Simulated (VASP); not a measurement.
Write the native input for VASP 6.6.1 that does the following.

- Task: single point
- Functional: PBE
- Potentials or basis: VASP PAW PBE potentials, release 64 (Al, N)
- Cutoff: 520 eV
- k mesh: 9 × 9 × 6
- Occupations: gaussian, width 0.05 eV
- Spin: no spin polarisation
- Dipole correction: no
- Further INCAR settings: ALGO = Normal; EDIFF = 1e-06; NBANDS = 16

The structure of AlN lies in POSCAR:

```
AlN
1.0
    3.3963000000      0.0000000000      0.0000000000
   -1.6981500000      2.9412820789      0.0000000000
    0.0000000000      0.0000000000      4.1875902404
Al N
2 2
Direct
    0.3333333333      0.6666666667      0.7500000000
    0.6666666667      0.3333333333      0.2500000000
    0.3333333333      0.6666666667      0.2500000000
    0.6666666667      0.3333333333      0.7500000000
```

One way to write it, as run:

INCAR

```
SYSTEM = AlN
ALGO = Normal
EDIFF = 1E-6
ENCUT = 520
GGA = PE
ISIF = 2
ISMEAR = 0
LASPH = .True.
LCHARG = .True.
LELF = .True.
LREAL = .False.
LVHAR = .True.
LWAVE = .False.
NBANDS = 16
NELM = 60
PREC = Accurate
SIGMA = 0.05
```

KPOINTS

```
k-points
0
Gamma
  9 9 6
  0 0 0
```

Potentials or basis: VASP PAW PBE potentials, release 64 (Al, N).

Command:

```bash
$ cat potpaw_PBE.64/Al/POTCAR potpaw_PBE.64/N/POTCAR > POTCAR
$ mpirun -np 1 vasp_std > vasp.out
```

Results of the run:

```
Pressure               : -9.8 GPa
Band gap on the k mesh : 2.97 eV, direct
```

It took 15 s on 1 thread of Intel(R) Xeon(R) 6975P-C (Granite Rapids), with other jobs on the host, peak memory 0.16 GiB.
